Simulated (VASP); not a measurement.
A run of VASP 6.6.1 is set up as follows.

File POSCAR:

```
AgCl
1.0
    0.0000000000      2.9932461729      2.9932461729
    2.9932461729      0.0000000000      2.9932461729
    2.9932461729      2.9932461729      0.0000000000
Ag Cl
1 1
Direct
    0.0000000000      0.0000000000      0.0000000000
    0.2500000000      0.2500000000      0.2500000000
```

The input INCAR.step1:

```
PREC = Accurate
ENCUT = 520
ISMEAR = 0
SIGMA = 0.01
LREAL = F
LASPH = T
NELM = 80
NBANDS = 16
GGA = PE
ALGO = Normal
EDIFF = 1E-4
LWAVE = T
LCHARG = F
```

Contents of INCAR.step2:

```
PREC = Accurate
ENCUT = 520
EDIFF = 1E-6
ISMEAR = 0
SIGMA = 0.01
LREAL = F
LASPH = T
NELM = 80
ALGO = Normal
ISIF = 2
LWAVE = F
LCHARG = T
METAGGA = R2SCAN
LMIXTAU = T
LELF = T
LVHAR = T
NBANDS = 16
ISTART = 1
```

Contents of KPOINTS:

```
Automatic mesh
0
Gamma
  6 6 6
```

Potentials or basis: VASP PAW PBE potentials, release 64 (Ag, Cl).

Command:

```console
$ cat potpaw_PBE.64/Ag/POTCAR potpaw_PBE.64/Cl/POTCAR > POTCAR
$ cp INCAR.step1 INCAR
$ mpirun -np 1 vasp_std > vasp.out
$ cp INCAR.step2 INCAR
$ mpirun -np 1 vasp_std > vasp.out
```

(1) What does it give for the pressure?

(2) Estimate the band gap on the k mesh.

Answers

(1) 0.0 GPa.

(2) 1.60 eV, direct.

Caveat: the PAW data sets were made with another functional, which shifts forces and pressure a little.
